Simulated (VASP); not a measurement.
# Ca (C2) in VASP: single point with PBE

Aim: the single point of Ca with PBE.

All numbers are computed with VASP 6.6.1; they aren't measurements. Logs are shortened: lines on timing, memory, paths and dates and some standing lists are left out, and cuts for length are marked.

## 1. The cell of the first run

It takes space group C2 (No. 5, monoclinic). The conventional cell has a = 4.071 Å, b = 7.192 Å, c = 12.985 Å, α = 90.00°, β = 91.04°, γ = 90.00°. Ca (site symmetry 1) has 12 Ca at 3.93 to 4.17 Å within 5.2 Å. Ca (site symmetry 2) has 12 Ca at 4.00 to 4.17 Å within 5.3 Å. Within 5.2 Å of Ca (site symmetry 2) lie 12 Ca at 3.93 to 4.13 Å.

## 2. Single point, PBE (strained and its atoms moved)

Contents of INCAR:

```
SYSTEM = Ca
  ALGO = Normal
  EDIFF = 1E-6
  ENCUT = 520
  GGA = PE
  ISIF = 2
  ISMEAR = 0
  LASPH = .True.
  LCHARG = .False.
  LREAL = .False.
  LWAVE = .False.
  NBANDS = 28
  NELM = 100
  PREC = Accurate
  SIGMA = 0.1
```

Contents of KPOINTS:

```
k-points
0
Gamma
  10 10 4
  0 0 0
```

Contents of POSCAR:

```
Ca
1.0
    4.1318454949      0.0349847843     -0.0183234786
   -2.0356250355      3.5258318725      0.0366490300
   -0.0595854194      0.1032127567     12.9844736641
Ca
4
Direct
    0.0044043973     -0.0244228025     -0.0071302769
    0.3302685477      0.6651342789      0.2500000000
    0.0044043973      0.0288271998      0.5071302769
    0.6609226577      0.3304613238      0.7500000000
```

Potentials or basis: VASP PAW PBE potentials, release 64 (Ca_sv).

Launch:

```
> cat potpaw_PBE.64/Ca_sv/POTCAR > POTCAR
> mpirun -np 1 vasp_std > vasp.out
```

OUTCAR:

```text
SYSTEM = Ca
   EDIFF = 1E-6
   ENCUT = 520
   GGA = PE
   ISIF = 2
   ISMEAR = 0
   LASPH = .True.
   LREAL = .False.
   NELM = 100
   PREC = Accurate

 ion  position               nearest neighbor table
   1  0.004  0.976  0.993-
   2  0.330  0.665  0.250-
   3  0.004  0.029  0.507-
   4  0.661  0.330  0.750-

  LATTYP: Found a base centered monoclinic cell.
 ALAT       =     4.0714374402
 B/A-ratio  =     1.7663452181
 C/A-ratio  =     3.1892963547
 COS(beta)  =    -0.0181788272

  Lattice vectors:

 A1 = (  -2.0962204594,  -3.5608166568,  -0.0183255514)
 A2 = (   4.1318454949,   0.0349847843,  -0.0183234786)
 A3 = (  -0.0595854194,   0.1032127567,  12.9844736641)

Analysis of symmetry for initial positions (statically):
=====================================================================
 Subroutine PRICEL returns:
 Original cell was already a primitive cell.

 Routine SETGRP: Setting up the symmetry group for a
 base centered monoclinic supercell.

 Subroutine GETGRP returns: Found  2 space group operations
 (whereof  1 operations were pure point group operations)
 out of a pool of  4 trial point group operations.

The static configuration has the point symmetry C_1 .
 The point group associated with its full space group is C_2 .

Analysis of symmetry for dynamics (positions and initial velocities):
=====================================================================
 Subroutine PRICEL returns:
 Original cell was already a primitive cell.

 Routine SETGRP: Setting up the symmetry group for a
 base centered monoclinic supercell.

 Subroutine GETGRP returns: Found  2 space group operations
 (whereof  1 operations were pure point group operations)
 out of a pool of  4 trial point group operations.

The dynamic configuration has the point symmetry C_1 .
 The point group associated with its full space group is C_2 .

 Subroutine INISYM returns: Found  2 space group operations
 (whereof  1 operations are pure point group operations),
 and found     1 'primitive' translations

----------------------------------------------------------------------------------------

                                     Primitive cell

  volume of cell :     190.0693
[... 82 lines left out ...]
   NGXF,Y,Z  is equivalent  to a cutoff of  25.75, 24.50, 25.09 a.u.
 SYSTEM =  Ca
   PREC   = accura    normal or accurate (medium, high low for compatibility)
   ISTART =      0    job   : 0-new  1-cont  2-samecut
   ICHARG =      2    charge: 1-file 2-atom 10-const
   ISPIN  =      1    spin polarized calculation?
   LNONCOLLINEAR =      F non collinear calculations
   LSORBIT =      F    spin-orbit coupling
   LASPH  =      T    aspherical Exc in radial PAW
   ENCUT  =  520.0 eV  38.22 Ry    6.18 a.u.   7.68  7.57 24.14*2*pi/ulx,y,z
   NELM   =    100;   NELMIN=  2; NELMDL= -5     # of ELM steps
   EDIFF  = 0.1E-05   stopping-criterion for ELM
   LREAL  =      F    real-space projection
   EDIFFG = 0.1E-04   stopping-criterion for IOM
   NSW    =      0    number of steps for IOM
   IBRION =     -1    ionic relax: 0-MD 1-quasi-New 2-CG
   NFREE  =      0    steps in history (QN), initial steepest desc. (CG)
   ISIF   =      2    stress and relaxation
   ISYM   =      2    0-nonsym 1-usesym 2-fastsym
   POTIM  = 0.5000    time-step for ionic-motion
   TEBEG  =    0.0;   TEEND  =   0.0 temperature during run
   PSTRESS=    0.0 pullay stress
   NELECT =      40.0000    total number of electrons
   NUPDOWN=      -1.0000    fix difference up-down
   EMIN   =  10.00;   EMAX   =-10.00  energy-range for DOS
   EFERMI =   0.00;   METHOD = LEGACY
   ISMEAR =     0;   SIGMA  =   0.10  broadening in eV -4-tet -1-fermi 0-gaus
   EFERMI_NEDOS =   21; number of points for ismear=-14 and -15
   IALGO  =     38    algorithm
   IMIX   =      4    mixing-type and parameters
     AMIX     =   0.40;   BMIX     =  1.00
     AMIX_MAG =   1.60;   BMIX_MAG =  1.00
  volume/ion in A,a.u.               =      47.52       320.66
  Fermi-wavevector in a.u.,A,eV,Ry     =   0.973772  1.840163 12.901491  0.948233
  Thomas-Fermi vector in A             =   2.104179
   LORBIT       =      0    0 simple, 1 ext, 2 COOP (PROOUT), +10 PAW based schemes
   GGA     = PE    functional components
   LHFCALC =     F    Hartree Fock is set to
   AEXX    =    0.0000 exact exchange contribution
   IVDW    =     0    specifies the selected vdW correction
   LEPSILON=     F    determine dielectric tensor
   LRPA    =     F    only Hartree local field effects (RPA)
 non-spin polarized calculation
 Gauss-broadening in eV      SIGMA  =   0.10
  energy-cutoff  :      520.00
  volume of cell :      190.07
 maximum number of plane-waves:      5161
   NGX = 15   NGY = 15   NGZ = 49

 number of electron      39.9999997 magnetization

 Free energy of the ion-electron system (eV)
  ---------------------------------------------------
  ext. energy  EPLUGINS =         0.00000000
  ---------------------------------------------------
  free energy    TOTEN  =        -7.56761507 eV

  energy without entropy =       -7.53607739  energy(sigma->0) =       -7.55184623

 E-fermi :   1.5526     XC(G=0):  -7.3761

 val. band max:        1.5520507392   @ k =   0.4000   0.1000   0.5000
 cond. band min:       1.5633890786   @ k =   0.1000   0.4000   0.5000
 fundamental gap:      0.0113383394
 Fermi energy:         1.5526344081

 k-point     1 :       0.0000    0.0000    0.0000
  band No.  band energies     occupation
      1     -40.8498      2.00000
      2     -40.7746      2.00000
      3     -40.7745      2.00000
      4     -40.6951      2.00000
      5     -21.8359      2.00000
      6     -21.7875      2.00000
[... 733 lines left out ...]
     27       2.9638      0.00000
     28       3.3863      0.00000

 [... further k-points ...]
[... 5 lines left out ...]
  --------------------------------------------------------------------------------------
  -------------------------------------------------------------------------------------
  Total       -2.3682626     -2.2333307     -1.0552022     -0.1168834     -0.0902572      0.0521085
  in kB      -19.9631209    -18.8257216     -8.8947607     -0.9852612     -0.7608173      0.4392457
  external PRESSURE =     -15.8945344 kB  Pullay stress =       0.0000000 kB

 VOLUME and BASIS-vectors are now :
 -----------------------------------------------------------------------------
  energy-cutoff  :      520.00
  volume of cell :      190.07
      direct lattice vectors                 reciprocal lattice vectors
     4.131845495  0.034984784 -0.018323479     0.240845242  0.139051045 -0.000000075
    -2.035625035  3.525831872  0.036649030    -0.002399915  0.282258865 -0.002254671
    -0.059585419  0.103212757 12.984473664     0.000346651 -0.000600457  0.077021422

 POSITION                                       TOTAL-FORCE (eV/Angst)
 -----------------------------------------------------------------------------------
     -2.02687      3.54235     12.92756        -0.032959      0.029945      0.138217
     -0.00424      2.38251      3.26444         0.025129      0.014509      0.000000
     -0.07070      0.15414      6.58580         0.009453     -0.043516     -0.138217
      2.01345      1.26568      9.73836        -0.001623     -0.000937     -0.000000
 -----------------------------------------------------------------------------------
    total drift:                                0.000191      0.000098      0.000005

  FREE ENERGIE OF THE ION-ELECTRON SYSTEM (eV)
  ---------------------------------------------------
  free  energy   TOTEN  =        -7.5676150738 eV

  energy  without entropy=       -7.5360773881  energy(sigma->0) =       -7.55184623
```

OSZICAR:

```text
N       E                     dE             d eps       ncg     rms          rms(c)
DAV:   1     0.375342961304E+03    0.37534E+03   -0.19092E+04  6704   0.127E+03
DAV:   2     0.156846059260E+02   -0.35966E+03   -0.35571E+03  6760   0.388E+02
DAV:   3    -0.512061654667E+01   -0.20805E+02   -0.20476E+02 10544   0.675E+01
DAV:   4    -0.747813096807E+01   -0.23575E+01   -0.23434E+01 10480   0.195E+01
DAV:   5    -0.758929419155E+01   -0.11116E+00   -0.11101E+00  9808   0.396E+00    0.466E+00
DAV:   6    -0.758161226437E+01    0.76819E-02   -0.54268E-01  9016   0.325E+00    0.279E+00
DAV:   7    -0.759890438749E+01   -0.17292E-01   -0.74172E-01  8664   0.219E+00    0.148E+00
DAV:   8    -0.756810430571E+01    0.30800E-01   -0.23590E-01  8564   0.166E+00    0.145E-01
DAV:   9    -0.756753963380E+01    0.56467E-03   -0.99712E-03  8540   0.583E-01    0.658E-02
DAV:  10    -0.756759744711E+01   -0.57813E-04   -0.15171E-03 10084   0.148E-01    0.567E-02
DAV:  11    -0.756760680491E+01   -0.93578E-05   -0.83902E-05  8668   0.488E-02    0.262E-02
DAV:  12    -0.756762161181E+01   -0.14807E-04   -0.71029E-05  9264   0.555E-02    0.230E-02
DAV:  13    -0.756761534597E+01    0.62658E-05   -0.11258E-05  7608   0.234E-02    0.386E-03
DAV:  14    -0.756761507380E+01    0.27218E-06   -0.52288E-07  5092   0.526E-03
   1 F= -.75676151E+01 E0= -.75518462E+01  d E =-.315377E-01
```

Run time: 7.5 min. Hardware: 1 thread of Intel Xeon Platinum 8259CL at 2.50GHz (Skylake/Cascade Lake), shared host; peak memory 0.6 GiB.

What came out:

- Free energy: -7.5676 eV
- Pressure: -1.6 GPa
- Largest force: 0.145 eV/Å
- Band gap on the k mesh: zero (band 20 reaches 1.70 eV, above the bottom of band 21 at 1.41 eV)

Forces in eV/Å, atoms in the order of the input:
```
Ca  -0.033  0.030  0.138
Ca   0.025  0.015  0.000
Ca   0.009 -0.044 -0.138
Ca  -0.002 -0.001  0.000
```

Stress tensor (GPa, compression positive):
```
-2.00 -0.10  0.04
-0.10 -1.88 -0.08
 0.04 -0.08 -0.89
```

Caveat: the cell differs from its parent crystal (strained and its atoms moved).
